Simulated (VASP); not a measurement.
# AlIn2N3 (P-6m2) in VASP: a series of runs, part 3 of 3

VASP 6.6.1.

**6. Single point, PBE**

This run uses another cell than the first one, of 19.55 Å³/atom.

INCAR reads:

```
SYSTEM = AlIn2N3
PREC = Accurate
ENCUT = 520
EDIFF = 1E-6
ISMEAR = 0
SIGMA = 0.1
LREAL = .False.
LASPH = .True.
NELM = 60
ALGO = Normal
ISIF = 2
LWAVE = .False.
LCHARG = .False.
GGA = PE
NBANDS = 31
```

KPOINTS reads:

```
Automatic mesh
0
Gamma
  12 12 8
  0 0 0
```

POSCAR reads:

```
AlIn2N3
1.0
    5.0846063468      0.0000000000      0.0000000000
   -2.5423031734      4.4033982646      0.0000000000
    0.0000000000      0.0000000000      5.2385391595
Al In N
1 2 3
Direct
    0.0000000000      0.0000000000      0.5000000000
    0.6666666667      0.3333333333      0.5000000000
    0.3333333333      0.6666666667      0.0000000000
    0.2114695844      0.7885304156      0.5000000000
    0.2114695844      0.4229391687      0.5000000000
    0.5770608313      0.7885304156      0.5000000000
```

Potentials or basis: VASP PAW PBE potentials, release 64 (Al, In_d, N).

Started as:

```
cat potpaw_PBE.64/Al/POTCAR potpaw_PBE.64/In_d/POTCAR potpaw_PBE.64/N/POTCAR > POTCAR
mpirun -np 1 vasp_std > vasp.out
```

OUTCAR:

```text
SYSTEM = AlIn2N3
   PREC = Accurate
   ENCUT = 520
   EDIFF = 1E-6
   ISMEAR = 0
   LREAL = .False.
   LASPH = .True.
   NELM = 60
   ISIF = 2
   GGA = PE

 ion  position               nearest neighbor table
   1  0.000  0.000  0.500-   6 1.86   5 1.86   4 1.86   2 2.94   2 2.94   2 2.94
   2  0.667  0.333  0.500-   5 2.57   5 2.57   4 2.57   6 2.57   6 2.57   4 2.57   1 2.94   1 2.94
                             1 2.94   3 3.93   3 3.93   3 3.93   3 3.93   3 3.93   3 3.93
   3  0.333  0.667  0.000-   4 2.83   4 2.83   6 2.83   6 2.83   5 2.83   5 2.83   2 3.93   2 3.93
                             2 3.93   2 3.93   2 3.93   2 3.93
   4  0.211  0.789  0.500-   1 1.86   2 2.57   2 2.57   3 2.83   3 2.83
   5  0.211  0.423  0.500-   1 1.86   2 2.57   2 2.57   3 2.83   3 2.83
   6  0.577  0.789  0.500-   1 1.86   2 2.57   2 2.57   3 2.83   3 2.83

  LATTYP: Found a hexagonal cell.
 ALAT       =     5.0846063468
 C/A-ratio  =     1.0302742832

  Lattice vectors:

 A1 = (   5.0846063468,   0.0000000000,   0.0000000000)
 A2 = (  -2.5423031734,   4.4033982646,   0.0000000000)
 A3 = (   0.0000000000,   0.0000000000,   5.2385391595)

Analysis of symmetry for initial positions (statically):
=====================================================================
 Subroutine PRICEL returns:
 Original cell was already a primitive cell.

 Routine SETGRP: Setting up the symmetry group for a
 hexagonal supercell.

 Subroutine GETGRP returns: Found 12 space group operations
 (whereof 12 operations were pure point group operations)
 out of a pool of 24 trial point group operations.

The static configuration has the point symmetry D_3h.

Analysis of symmetry for dynamics (positions and initial velocities):
=====================================================================
 Subroutine PRICEL returns:
 Original cell was already a primitive cell.

 Routine SETGRP: Setting up the symmetry group for a
 hexagonal supercell.

 Subroutine GETGRP returns: Found 12 space group operations
 (whereof 12 operations were pure point group operations)
 out of a pool of 24 trial point group operations.

The dynamic configuration has the point symmetry D_3h.

 Subroutine INISYM returns: Found 12 space group operations
 (whereof 12 operations are pure point group operations),
 and found     1 'primitive' translations

----------------------------------------------------------------------------------------

                                     Primitive cell

  volume of cell :     117.2885

  direct lattice vectors                    reciprocal lattice vectors
     5.084606347  0.000000000  0.000000000     0.196672059  0.113548666  0.000000000
    -2.542303173  4.403398265  0.000000000     0.000000000  0.227097333  0.000000000
     0.000000000  0.000000000  5.238539160     0.000000000  0.000000000  0.190892913

  length of vectors
     5.084606347  5.084606347  5.238539160     0.227097333  0.227097333  0.190892913

  position of ions in fractional coordinates (direct lattice)
     0.000000000  0.000000000  0.500000000
     0.666666667  0.333333333  0.500000000
     0.333333333  0.666666667  0.000000000
     0.211469584  0.788530416  0.500000000
     0.211469584  0.422939169  0.500000000
     0.577060831  0.788530416  0.500000000

[... 38 lines left out ...]
  0.083333  0.000000  0.000000      6.000000
  0.166667  0.000000  0.000000      6.000000
  0.250000  0.000000  0.000000      6.000000
  0.333333  0.000000  0.000000      6.000000
  0.416667  0.000000  0.000000      6.000000
[... 16 lines left out ...]
  0.250000  0.000000  0.125000     12.000000
  0.333333  0.000000  0.125000     12.000000
 [... further k-points ...]
   k-points           NKPTS =     95   k-points in BZ     NKDIM =     95   number of bands    NBANDS=     31
   number of dos      NEDOS =    301   number of ions     NIONS =      6
   total plane-waves  NPLWV =  64000
   dimension x,y,z NGX =    40 NGY =   40 NGZ =   40
   dimension x,y,z NGXF=    80 NGYF=   80 NGZF=   80
   ions per type =               1   2   3
   NGX,Y,Z   is equivalent  to a cutoff of  13.08, 13.08, 12.69 a.u.
   NGXF,Y,Z  is equivalent  to a cutoff of  26.16, 26.16, 25.39 a.u.
 SYSTEM =  AlIn2N3
   PREC   = accura    normal or accurate (medium, high low for compatibility)
   ISTART =      0    job   : 0-new  1-cont  2-samecut
   ICHARG =      2    charge: 1-file 2-atom 10-const
   ISPIN  =      1    spin polarized calculation?
   LNONCOLLINEAR =      F non collinear calculations
   LSORBIT =      F    spin-orbit coupling
   LASPH  =      T    aspherical Exc in radial PAW
   ENCUT  =  520.0 eV  38.22 Ry    6.18 a.u.   9.45  9.45  9.74*2*pi/ulx,y,z
   NELM   =     60;   NELMIN=  2; NELMDL= -5     # of ELM steps
   EDIFF  = 0.1E-05   stopping-criterion for ELM
   LREAL  =      F    real-space projection
   EDIFFG = 0.1E-04   stopping-criterion for IOM
   NSW    =      0    number of steps for IOM
   IBRION =     -1    ionic relax: 0-MD 1-quasi-New 2-CG
   NFREE  =      0    steps in history (QN), initial steepest desc. (CG)
   ISIF   =      2    stress and relaxation
   ISYM   =      2    0-nonsym 1-usesym 2-fastsym
   POTIM  = 0.5000    time-step for ionic-motion
   TEBEG  =    0.0;   TEEND  =   0.0 temperature during run
   PSTRESS=    0.0 pullay stress
   NELECT =      44.0000    total number of electrons
   NUPDOWN=      -1.0000    fix difference up-down
   EMIN   =  10.00;   EMAX   =-10.00  energy-range for DOS
   EFERMI =   0.00;   METHOD = LEGACY
   ISMEAR =     0;   SIGMA  =   0.10  broadening in eV -4-tet -1-fermi 0-gaus
   EFERMI_NEDOS =   21; number of points for ismear=-14 and -15
   IALGO  =     38    algorithm
   IMIX   =      4    mixing-type and parameters
     AMIX     =   0.40;   BMIX     =  1.00
     AMIX_MAG =   1.60;   BMIX_MAG =  1.00
  volume/ion in A,a.u.               =      19.55       131.92
  Fermi-wavevector in a.u.,A,eV,Ry     =   1.180703  2.231205 18.967322  1.394059
  Thomas-Fermi vector in A             =   2.316990
   LORBIT       =      0    0 simple, 1 ext, 2 COOP (PROOUT), +10 PAW based schemes
   GGA     = PE    functional components
   LHFCALC =     F    Hartree Fock is set to
   AEXX    =    0.0000 exact exchange contribution
   IVDW    =     0    specifies the selected vdW correction
   LEPSILON=     F    determine dielectric tensor
   LRPA    =     F    only Hartree local field effects (RPA)
 non-spin polarized calculation
 Gauss-broadening in eV      SIGMA  =   0.10
  energy-cutoff  :      520.00
  volume of cell :      117.29
 maximum number of plane-waves:      3199
 NGX is ok and might be reduce to    40
   NGX = 19   NGY = 19   NGZ = 19

 number of electron      44.0000000 magnetization

 Free energy of the ion-electron system (eV)
  ---------------------------------------------------
  ext. energy  EPLUGINS =         0.00000000
  ---------------------------------------------------
  free energy    TOTEN  =       -26.82099340 eV

  energy without entropy =      -26.81370723  energy(sigma->0) =      -26.81735031

 E-fermi :   4.8637     XC(G=0):  -9.1184

 val. band max:        4.8518893579   @ k =   0.3333   0.1667   0.0000
 cond. band min:       4.8781245113   @ k =   0.4167   0.1667   0.1250
 fundamental gap:      0.0262351534
 Fermi energy:         4.8636767949

 k-point     1 :       0.0000    0.0000    0.0000
  band No.  band energies     occupation
      1     -12.8610      2.00000
      2     -10.1649      2.00000
      3     -10.1649      2.00000
      4      -9.8885      2.00000
      5      -9.8885      2.00000
      6      -9.8617      2.00000
[... 805 lines left out ...]
     30      11.0486      0.00000
     31      11.3088      0.00000

 [... further k-points ...]

------------------------ aborting loop because EDIFF is reached ----------------------------------------

  FORCE on cell =-STRESS in cart. coord.  units (eV):
  Direction    XX          YY          ZZ          XY          YZ          ZX
  --------------------------------------------------------------------------------------
  -------------------------------------------------------------------------------------
  Total       -0.0323124     -0.0323124     -0.0372209      0.0000000      0.0000000     -0.0000000
  in kB       -0.4413912     -0.4413912     -0.5084431      0.0000000      0.0000000     -0.0000000
  external PRESSURE =      -0.4637419 kB  Pullay stress =       0.0000000 kB

 VOLUME and BASIS-vectors are now :
 -----------------------------------------------------------------------------
  energy-cutoff  :      520.00
  volume of cell :      117.29
      direct lattice vectors                 reciprocal lattice vectors
     5.084606347  0.000000000  0.000000000     0.196672059  0.113548666  0.000000000
    -2.542303173  4.403398265  0.000000000     0.000000000  0.227097333  0.000000000
     0.000000000  0.000000000  5.238539160     0.000000000  0.000000000  0.190892913

 POSITION                                       TOTAL-FORCE (eV/Angst)
 -----------------------------------------------------------------------------------
      0.00000      0.00000      2.61927         0.000000      0.000000      0.000000
      2.54230      1.46780      2.61927         0.000000      0.000000      0.000000
     -0.00000      2.93560      0.00000        -0.000000      0.000000      0.000000
     -0.92944      3.47221      2.61927        -0.018716      0.010806      0.000000
      0.00000      1.86237      2.61927         0.000000     -0.021612     -0.000000
      0.92944      3.47221      2.61927         0.018716      0.010806      0.000000
 -----------------------------------------------------------------------------------
    total drift:                               -0.000001      0.000000      0.000000

  FREE ENERGIE OF THE ION-ELECTRON SYSTEM (eV)
  ---------------------------------------------------
  free  energy   TOTEN  =       -26.8209933990 eV

  energy  without entropy=      -26.8137072295  energy(sigma->0) =      -26.81735031
```

OSZICAR:

```text
N       E                     dE             d eps       ncg     rms          rms(c)
DAV:   1     0.436095624450E+03    0.43610E+03   -0.20364E+04  5904   0.162E+03
DAV:   2     0.403391076494E+02   -0.39576E+03   -0.37520E+03  6094   0.426E+02
DAV:   3    -0.273906592006E+02   -0.67730E+02   -0.64730E+02  8089   0.169E+02
DAV:   4    -0.315813497221E+02   -0.41907E+01   -0.41217E+01  7115   0.425E+01
DAV:   5    -0.317485758208E+02   -0.16723E+00   -0.16692E+00  7719   0.907E+00    0.124E+01
DAV:   6    -0.275206599814E+02    0.42279E+01   -0.37430E+01  9571   0.366E+01    0.104E+01
DAV:   7    -0.269121480457E+02    0.60851E+00   -0.36202E+00  8076   0.130E+01    0.321E+00
DAV:   8    -0.268497999398E+02    0.62348E-01   -0.64332E-01  7575   0.466E+00    0.167E+00
DAV:   9    -0.268222763543E+02    0.27524E-01   -0.95728E-02  8258   0.224E+00    0.611E-01
DAV:  10    -0.268208000110E+02    0.14763E-02   -0.10306E-02  8179   0.768E-01    0.298E-01
DAV:  11    -0.268209279790E+02   -0.12797E-03   -0.40982E-03  8913   0.349E-01    0.650E-02
DAV:  12    -0.268209682500E+02   -0.40271E-04   -0.19501E-04  8366   0.131E-01    0.407E-02
DAV:  13    -0.268209891259E+02   -0.20876E-04   -0.49358E-05  7164   0.356E-02    0.146E-02
DAV:  14    -0.268209925502E+02   -0.34243E-05   -0.82604E-06  7237   0.148E-02    0.381E-03
DAV:  15    -0.268209933990E+02   -0.84876E-06   -0.13218E-06  5487   0.678E-03
   1 F= -.26820993E+02 E0= -.26817350E+02  d E =-.728617E-02
```

stdout:

```text
POSCAR found type information on POSCAR AlInN
 POSCAR found :  3 types and       6 ions
 scaLAPACK will be used
 LDA part: xc-table for (Slater+PW92), standard interpolation
 POSCAR, INCAR and KPOINTS ok, starting setup
 FFT: planning ... GRIDC
 FFT: planning ... GRID_SOFT
 FFT: planning ... GRID
 WAVECAR not read
 entering main loop
```

It took 3.4 min on 1 thread of AMD EPYC 9R45 (Zen 5), shared host; peak memory 0.42 GiB.

Results:

```
Free energy            : -26.8210 eV
Pressure               : 0.0 GPa
Largest force          : 0.022 eV/Å
Band gap on the k mesh : zero (bands 22 and 23 overlap by 1.84 eV)
```

Forces on the atoms (eV/Å):
```
Al   0.000  0.000  0.000
In   0.000  0.000  0.000
In   0.000  0.000  0.000
N   -0.019  0.011  0.000
N    0.000 -0.022  0.000
N    0.019  0.011  0.000
```

Caveat: spin-orbit coupling is left out, which moves the levels of the heavy elements.

**7. Single point, PBE, collinear spin, ferromagnetic start**

This run uses another cell than the first one, of 16.43 Å³/atom.

INCAR reads:

```
PREC     = Accurate       # precision mode
ENCUT    = 520            # plane-wave cutoff, eV
EDIFF    = 1E-6           # SCF threshold, eV
ISMEAR   = 0              # smearing method
SIGMA    = 0.1            # smearing width, eV
LREAL    = False          # projectors in reciprocal space
LASPH    = True           # aspherical terms in the spheres
NELM     = 150            # most SCF steps
ALGO     = Normal         # electronic algorithm
ISIF     = 2              # what is computed and relaxed
LWAVE    = False          # write WAVECAR
LCHARG   = False          # write CHGCAR
ISPIN    = 2              # spin polarisation
MAGMOM   = 0 0 0 1 1 1    # initial moments
LORBIT   = 11             # projections on sites
GGA      = PE             # functional
NBANDS   = 35             # bands
```

KPOINTS reads:

```
regular mesh
0
Gamma
  6 6 4
```

POSCAR reads:

```
AlIn2N3
1.0
    5.0292303800      0.0000000000      0.0000000000
   -2.5146151900      4.3554412700      0.0000000000
    0.0000000000      0.0000000000      4.5016655400
Al In N
1 2 3
Direct
    0.0000000000      0.0000000000      0.5000000000
    0.6666666700      0.3333333300      0.5000000000
    0.3333333300      0.6666666700      0.0000000000
    0.2203279800      0.7796720200      0.5000000000
    0.2203279800      0.4406559700      0.5000000000
    0.5593440300      0.7796720200      0.5000000000
```

Started as:

```
cat potpaw_PBE.64/Al/POTCAR potpaw_PBE.64/In_d/POTCAR potpaw_PBE.64/N/POTCAR > POTCAR
mpirun -np 1 vasp_std > vasp.out
```

Wall time 1.8 min (1 thread of AMD EPYC 9R45 (Zen 5), shared host); peak memory 0.3 GiB.

The run converged. Its results:

* Free energy: -26.1760 eV
* Pressure: 8.2 GPa
* Largest force: 1.511 eV/Å
* Band gap on the k mesh: zero (filled and empty bands overlap)
* Net moment: 0.00 μB per cell
* Valence electrons inside the program's atomic spheres: Al 0.72; In 11.35, 11.31; N 3.59

Forces on the atoms (eV/Å):
```
Al   0.000  0.000  0.000
In   0.000  0.000  0.000
In   0.000  0.000  0.000
N   -1.309  0.756  0.000
N    0.000 -1.511  0.000
N    1.309  0.756  0.000
```

Stress tensor (GPa, compression positive):
```
 7.20  0.00  0.00
 0.00  7.20  0.00
 0.00  0.00 10.21
```

Levels at points of the mesh, in eV from the Fermi level:
Spin up:
```csv
k point,band 20,band 21,band 22,band 23,band 24,band 25
"(0.00, 0.00, 0.00)",-1.92,-1.92,1.10,1.62,1.62,1.83
"(0.50, 0.00, 0.00)",-2.81,-1.95,-1.53,0.49,0.98,1.76
"(0.00, 0.00, 0.50)",-2.45,-0.81,1.11,1.61,1.77,1.77
"(0.50, 0.00, 0.50)",-3.06,-1.34,-0.23,1.00,1.13,1.90
```
Spin down:
| k point | band 19 | band 20 | band 21 | band 22 | band 23 | band 24 | band 25 | band 26 |
| --- | --- | --- | --- | --- | --- | --- | --- | --- |
| (0.00, 0.00, 0.00) | -2.01 | -1.92 | -1.92 | 1.10 | 1.62 | 1.62 | 1.83 | 2.02 |
| (0.50, 0.00, 0.00) | -3.17 | -2.81 | -1.95 | -1.53 | 0.49 | 0.98 | 1.76 | 2.59 |
| (0.00, 0.00, 0.50) | -2.92 | -2.45 | -0.81 | 1.11 | 1.61 | 1.77 | 1.77 | 2.84 |
| (0.50, 0.00, 0.50) | -3.51 | -3.06 | -1.34 | -0.23 | 1.00 | 1.13 | 1.90 | 1.95 |

Caveat: the cell stands under pressure; spin-orbit coupling is left out, which moves the levels of the heavy elements; forces of over 1 eV/Å act on the atoms, so gaps and moduli don't describe the material at rest.

**8. Summary**

```tsv
task	spin	cell	k mesh	cutoff (eV)	gap on the mesh (eV)	pressure (GPa)	moment (μB)	largest force (eV/Å)
single point	collinear, ferromagnetic start	a = 5.081, b = 5.081, c = 5.264 Å, angles 90.0, 90.0, 120.0°, 6 atoms, atomic positions A	6 × 6 × 4	520	none	-0.1	0.00	0.03
single point	off	a = 5.029, b = 5.029, c = 4.502 Å, angles 90.0, 90.0, 120.0°, 6 atoms, atomic positions B	6 × 6 × 4	520	none	8.2	-	1.51
single point	off	a = 5.081, b = 5.081, c = 5.264 Å, angles 90.0, 90.0, 120.0°, 6 atoms, atomic positions A	6 × 6 × 4	520	none	-0.1	-	0.03
relaxation of cell and atoms	off	relaxed from a = 5.029, b = 5.029, c = 4.502 Å, angles 90.0, 90.0, 120.0°, 6 atoms, atomic positions B	6 × 6 × 4	600	none	0.0	-	0.01
single point	off	a = 5.085, b = 5.085, c = 5.239 Å, angles 90.0, 90.0, 120.0°, 6 atoms, atomic positions C	12 × 12 × 8	520	none	0.0	-	0.02
single point	collinear, ferromagnetic start	a = 5.029, b = 5.029, c = 4.502 Å, angles 90.0, 90.0, 120.0°, 6 atoms, atomic positions B	6 × 6 × 4	520	none	8.2	0.00	1.51
```

Alike in all rows: level PBE; potentials or basis VASP PAW PBE potentials, release 64 (Al, In_d, N); smearing gaussian 0.1 eV.

Caveats: spin-orbit coupling is left out, which moves the levels of the heavy elements; the cell stands under pressure (at least some runs); forces of over 1 eV/Å act on the atoms, so gaps and moduli don't describe the material at rest (at least some runs); semilocal functionals underestimate gaps, so a narrow gap can read as zero (at least some runs); a cell axis changed by over 15 % at a fixed basis, so the end point is rough (at least some runs).

Absolute energies hang on the potentials; compare differences alone.
